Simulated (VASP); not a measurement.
# I (Pm-3m) in VASP: single point with PBE

Aim: the single point of I with PBE.

All numbers are computed with VASP 6.6.1; they aren't measurements. Logs are shortened: lines on timing, memory, paths and dates and some standing lists are left out, and cuts for length are marked.

### Step 1. The cell of the first run

It takes space group Pm-3m (No. 221, cubic). The conventional cell has a = 2.619 Å, b = 2.619 Å, c = 2.619 Å, α = 90.00°, β = 90.00°, γ = 90.00°. I (site symmetry m-3m) has 6 I at 2.62 Å within 3.5 Å.

### Step 2. Single point, PBE (17.96 Å³/atom)

POSCAR

```
I
1.0
    2.6187841314      0.0000000000      0.0000000000
    0.0000000000      2.6187841314      0.0000000000
    0.0000000000      0.0000000000      2.6187841314
I
1
Direct
    0.0000000000      0.0000000000      0.0000000000
```

INCAR.step1

```
SYSTEM = I
  ALGO = Normal
  EDIFF = 1E-6
  ENCUT = 520
  GGA = PE
  ISIF = 2
  ISMEAR = -1
  LASPH = .True.
  LCHARG = .True.
  LREAL = .False.
  LWAVE = .False.
  NBANDS = 10
  NELM = 60
  PREC = Accurate
  SIGMA = 0.1
```

KPOINTS.step1

```
k-points
0
Gamma
  11 11 11
  0 0 0
```

INCAR.step2

```
SYSTEM = I
  ALGO = Normal
  EDIFF = 1E-6
  ENCUT = 520
  GGA = PE
  ICHARG = 11
  ISIF = 2
  ISMEAR = -5
  LASPH = .True.
  LCHARG = .False.
  LORBIT = 10
  LREAL = .False.
  LWAVE = .False.
  NBANDS = 10
  NEDOS = 2001
  NELM = 60
  PREC = Accurate
  SIGMA = 0.1
```

KPOINTS.step2

```
k-points
0
Gamma
  17 17 17
  0 0 0
```

Potentials or basis: VASP PAW PBE potentials, release 64 (I).

Command:

```sh
$ cat potpaw_PBE.64/I/POTCAR > POTCAR
$ cp INCAR.step1 INCAR
$ cp KPOINTS.step1 KPOINTS
$ mpirun -np 1 vasp_std > vasp.out
$ cp INCAR.step2 INCAR
$ cp KPOINTS.step2 KPOINTS
$ mpirun -np 1 vasp_std > vasp.out
```

OUTCAR:

```text
SYSTEM = I
   EDIFF = 1E-6
   ENCUT = 520
   GGA = PE
   ICHARG = 11
   ISIF = 2
   ISMEAR = -5
   LASPH = .True.
   LORBIT = 10
   LREAL = .False.
   NELM = 60
   PREC = Accurate

 ion  position               nearest neighbor table
   1  0.000  0.000  0.000-

  LATTYP: Found a simple cubic cell.
 ALAT       =     2.6187841314

  Lattice vectors:

 A1 = (   2.6187841314,   0.0000000000,   0.0000000000)
 A2 = (   0.0000000000,   2.6187841314,   0.0000000000)
 A3 = (   0.0000000000,   0.0000000000,   2.6187841314)

Analysis of symmetry for initial positions (statically):
=====================================================================
 Subroutine PRICEL returns:
 Original cell was already a primitive cell.

 Routine SETGRP: Setting up the symmetry group for a
 simple cubic supercell.

 Subroutine GETGRP returns: Found 48 space group operations
 (whereof 48 operations were pure point group operations)
 out of a pool of 48 trial point group operations.

The static configuration has the point symmetry O_h .

Analysis of symmetry for dynamics (positions and initial velocities):
=====================================================================
 Subroutine PRICEL returns:
 Original cell was already a primitive cell.

 Routine SETGRP: Setting up the symmetry group for a
 simple cubic supercell.

 Subroutine GETGRP returns: Found 48 space group operations
 (whereof 48 operations were pure point group operations)
 out of a pool of 48 trial point group operations.

The dynamic configuration has the point symmetry O_h .

 Subroutine INISYM returns: Found 48 space group operations
 (whereof 48 operations are pure point group operations),
 and found     1 'primitive' translations

----------------------------------------------------------------------------------------

                                     Primitive cell

  volume of cell :      17.9597

  direct lattice vectors                    reciprocal lattice vectors
     2.618784131  0.000000000  0.000000000     0.381856598  0.000000000  0.000000000
     0.000000000  2.618784131  0.000000000     0.000000000  0.381856598  0.000000000
     0.000000000  0.000000000  2.618784131     0.000000000  0.000000000  0.381856598

  length of vectors
     2.618784131  2.618784131  2.618784131     0.381856598  0.381856598  0.381856598

  position of ions in fractional coordinates (direct lattice)
     0.000000000  0.000000000  0.000000000

  ion indices of the primitive-cell ions
   primitive index   ion index
                 1           1

----------------------------------------------------------------------------------------

 KPOINTS: k-points

Automatic generation of k-mesh.
 Grid dimensions read from file:
 generate k-points for:   17   17   17

 Generating k-lattice:

  Cartesian coordinates                     Fractional coordinates (reciprocal lattice)
     0.022462153  0.000000000  0.000000000     0.058823529  0.000000000  0.000000000
     0.000000000  0.022462153  0.000000000     0.000000000  0.058823529  0.000000000
     0.000000000  0.000000000  0.022462153     0.000000000  0.000000000  0.058823529

  Length of vectors
     0.022462153  0.022462153  0.022462153

  Shift w.r.t. Gamma in fractional coordinates (k-lattice)
     0.000000000  0.000000000  0.000000000

 TETIRR: Found   2433 inequivalent tetrahedra from    29478

 Subroutine IBZKPT returns following result:
 ===========================================

 Found    165 irreducible k-points:

 Following reciprocal coordinates:
            Coordinates               Weight
  0.000000  0.000000  0.000000      1.000000
  0.058824  0.000000  0.000000      6.000000
  0.117647  0.000000  0.000000      6.000000
  0.176471  0.000000  0.000000      6.000000
  0.235294  0.000000  0.000000      6.000000
  0.294118  0.000000  0.000000      6.000000
[... 16 lines left out ...]
  0.411765  0.117647  0.000000     24.000000
  0.470588  0.117647  0.000000     24.000000
 [... further k-points ...]
   k-points           NKPTS =    165   k-points in BZ     NKDIM =    165   number of bands    NBANDS=     10
   number of dos      NEDOS =   2001   number of ions     NIONS =      1
   total plane-waves  NPLWV =   8000
   dimension x,y,z NGX =    20 NGY =   20 NGZ =   20
   dimension x,y,z NGXF=    40 NGYF=   40 NGZF=   40
   ions per type =               1
   NGX,Y,Z   is equivalent  to a cutoff of  12.70, 12.70, 12.70 a.u.
   NGXF,Y,Z  is equivalent  to a cutoff of  25.39, 25.39, 25.39 a.u.
 SYSTEM =  I
   PREC   = accura    normal or accurate (medium, high low for compatibility)
   ISTART =      0    job   : 0-new  1-cont  2-samecut
   ICHARG =     11    charge: 1-file 2-atom 10-const
   ISPIN  =      1    spin polarized calculation?
   LNONCOLLINEAR =      F non collinear calculations
   LSORBIT =      F    spin-orbit coupling
   LASPH  =      T    aspherical Exc in radial PAW
   ENCUT  =  520.0 eV  38.22 Ry    6.18 a.u.   4.87  4.87  4.87*2*pi/ulx,y,z
   NELM   =     60;   NELMIN=  2; NELMDL=  0     # of ELM steps
   EDIFF  = 0.1E-05   stopping-criterion for ELM
   LREAL  =      F    real-space projection
   EDIFFG = 0.1E-04   stopping-criterion for IOM
   NSW    =      0    number of steps for IOM
   IBRION =     -1    ionic relax: 0-MD 1-quasi-New 2-CG
   NFREE  =      0    steps in history (QN), initial steepest desc. (CG)
   ISIF   =      2    stress and relaxation
   ISYM   =      2    0-nonsym 1-usesym 2-fastsym
   POTIM  = 0.5000    time-step for ionic-motion
   TEBEG  =    0.0;   TEEND  =   0.0 temperature during run
   PSTRESS=    0.0 pullay stress
   NELECT =       7.0000    total number of electrons
   NUPDOWN=      -1.0000    fix difference up-down
   EMIN   =  10.00;   EMAX   =-10.00  energy-range for DOS
   EFERMI =   0.00;   METHOD = LEGACY
   ISMEAR =    -5;   SIGMA  =   0.10  broadening in eV -4-tet -1-fermi 0-gaus
   EFERMI_NEDOS =   21; number of points for ismear=-14 and -15
   IALGO  =     38    algorithm
   IMIX   =      4    mixing-type and parameters
     AMIX     =   0.40;   BMIX     =  1.00
     AMIX_MAG =   1.60;   BMIX_MAG =  1.00
  volume/ion in A,a.u.               =      17.96       121.20
  Fermi-wavevector in a.u.,A,eV,Ry     =   1.195844  2.259817 19.456910  1.430043
  Thomas-Fermi vector in A             =   2.331799
   LORBIT       =     10    0 simple, 1 ext, 2 COOP (PROOUT), +10 PAW based schemes
   GGA     = PE    functional components
   LHFCALC =     F    Hartree Fock is set to
   AEXX    =    0.0000 exact exchange contribution
   IVDW    =     0    specifies the selected vdW correction
   LEPSILON=     F    determine dielectric tensor
   LRPA    =     F    only Hartree local field effects (RPA)
 non-spin polarized calculation
 Fermi weights with tetrahedron method with Bloechl corrections
  energy-cutoff  :      520.00
  volume of cell :       17.96
 maximum number of plane-waves:       494
 NGX is ok and might be reduce to    20

 number of electron       6.9999999 magnetization

 Free energy of the ion-electron system (eV)
  ---------------------------------------------------
  ext. energy  EPLUGINS =         0.00000000
  ---------------------------------------------------
  free energy    TOTEN  =         3.52625139 eV

  energy without entropy =        3.52625139  energy(sigma->0) =        3.52625139

 E-fermi :  17.2214     XC(G=0): -12.2433

 val. band max:       17.5304453759   @ k =   0.1765   0.0000   0.0000
 cond. band min:      17.1012344033   @ k =   0.3529   0.1176   0.1176
 fundamental gap:     -0.4292109727
 Fermi energy:        17.2213548920

 k-point     1 :       0.0000    0.0000    0.0000
  band No.  band energies     occupation
      1      -4.8780      2.00000
      2      16.8683      2.00000
      3      16.8683      2.00000
      4      16.8683      2.00000
      5      21.2157      0.00000
      6      21.2157      0.00000
      7      25.1902      0.00000
      8      36.1983      0.00000
      9      36.1984      0.00000
     10      36.1985      0.00000

 k-point     2 :       0.0588    0.0000    0.0000
  band No.  band energies     occupation
      1      -4.8041      2.00000
      2      15.8690      2.00000
      3      16.9443      2.00000
      4      16.9443      2.00410
      5      21.2676      0.00000
      6      21.9910      0.00000
      7      25.5521      0.00000
      8      35.5749      0.00000
      9      35.7751      0.00000
     10      35.7753      0.00000

 k-point     3 :       0.1176    0.0000    0.0000
  band No.  band energies     occupation
      1      -4.5831      2.00000
      2      13.9499      2.00000
      3      17.1688      1.93827
      4      17.1688      1.53255
      5      21.4230      0.00000
      6      23.0606      0.00000
      7      26.8122      0.00000
      8      34.2219      0.00000
      9      34.6979      0.00000
     10      34.6979      0.00000

 k-point     4 :       0.1765    0.0000    0.0000
  band No.  band energies     occupation
      1      -4.2182      2.00000
      2      11.8858      2.00000
      3      17.5304      1.20534
      4      17.5304      0.06834
      5      21.6814      0.00000
      6      23.7337      0.00000
      7      28.8730      0.00000
      8      32.6916      0.00000
      9      33.3438      0.00000
     10      33.3438      0.00000
[... 222 lines left out ...]
 k-point    22 :       0.3529    0.1176    0.0000
  band No.  band energies     occupation
      1      -2.0880      2.00000
      2       6.6086      2.00000
      3      16.2701      1.95692
      4      19.4670      0.00000
      5      24.0618      0.00000
      6      24.7395      0.00000
      7      27.7994      0.00000
      8      29.6434      0.00000
      9      30.6949      0.00000
     10      34.4680      0.00000

 k-point    23 :       0.4118    0.1176    0.0000
  band No.  band energies     occupation
      1      -1.3785      2.00000
      2       5.2523      2.00000
      3      16.8343      1.56531
      4      19.9856      0.00000
      5      23.5747      0.00000
      6      24.9319      0.00000
      7      27.4462      0.00000
      8      28.7224      0.00000
      9      30.6225      0.00000
     10      33.2107      0.00000

 k-point    24 :       0.4706    0.1176    0.0000
  band No.  band energies     occupation
      1      -0.8740      2.00000
      2       4.4216      2.00000
      3      17.2019      1.18020
      4      20.3032      0.00000
      5      23.0276      0.00000
      6      25.5434      0.00000
      7      26.8378      0.00000
      8      28.2021      0.00000
      9      31.1746      0.00000
     10      32.1138      0.00000

 [... further k-points ...]

------------------------ aborting loop because EDIFF is reached ----------------------------------------

  FORCE on cell =-STRESS in cart. coord.  units (eV):
  Direction    XX          YY          ZZ          XY          YZ          ZX
  --------------------------------------------------------------------------------------
  -------------------------------------------------------------------------------------
  Total       14.5971849     14.5971849     14.5971849     -0.0000000     -0.0000000      0.0000000
  in kB     1302.2086939   1302.2086939   1302.2086939     -0.0000000     -0.0000000      0.0000000
  external PRESSURE =    1302.2086939 kB  Pullay stress =       0.0000000 kB

 VOLUME and BASIS-vectors are now :
 -----------------------------------------------------------------------------
  energy-cutoff  :      520.00
  volume of cell :       17.96
      direct lattice vectors                 reciprocal lattice vectors
     2.618784131  0.000000000  0.000000000     0.381856598  0.000000000  0.000000000
     0.000000000  2.618784131  0.000000000     0.000000000  0.381856598  0.000000000
     0.000000000  0.000000000  2.618784131     0.000000000  0.000000000  0.381856598

 POSITION                                       TOTAL-FORCE (eV/Angst)
 -----------------------------------------------------------------------------------
      0.00000      0.00000      0.00000         0.000000      0.000000      0.000000
 -----------------------------------------------------------------------------------
    total drift:                               -0.000000     -0.000000      0.000000

  FREE ENERGIE OF THE ION-ELECTRON SYSTEM (eV)
  ---------------------------------------------------
  free  energy   TOTEN  =         3.5262513864 eV

  energy  without entropy=        3.5262513864  energy(sigma->0) =        3.52625139

 total charge

# of ion       s       p       d       tot
------------------------------------------
    1        1.625   2.716   0.345   4.685
```

Run time: 37 s. Hardware: 1 thread of Intel Xeon 8259CL, shared host; peak memory 0.14 GiB.

What came out:

```
Valence electrons inside the program's atomic spheres : I 4.68
```

Levels at points of the mesh, in eV from the Fermi level:
```csv
k point,band 1,band 2,band 3,band 4,band 5,band 6,band 7,band 8
"(0.00, 0.00, 0.00)",-22.10,-0.35,-0.35,-0.35,3.99,3.99,7.97,18.98
```

Caveat: spin-orbit coupling is left out, which moves the levels of the heavy elements; an odd number of electrons without spin polarisation forces a metal; a magnetic or distorted state may lie lower; tetrahedron occupations give inexact forces and stress in metals.
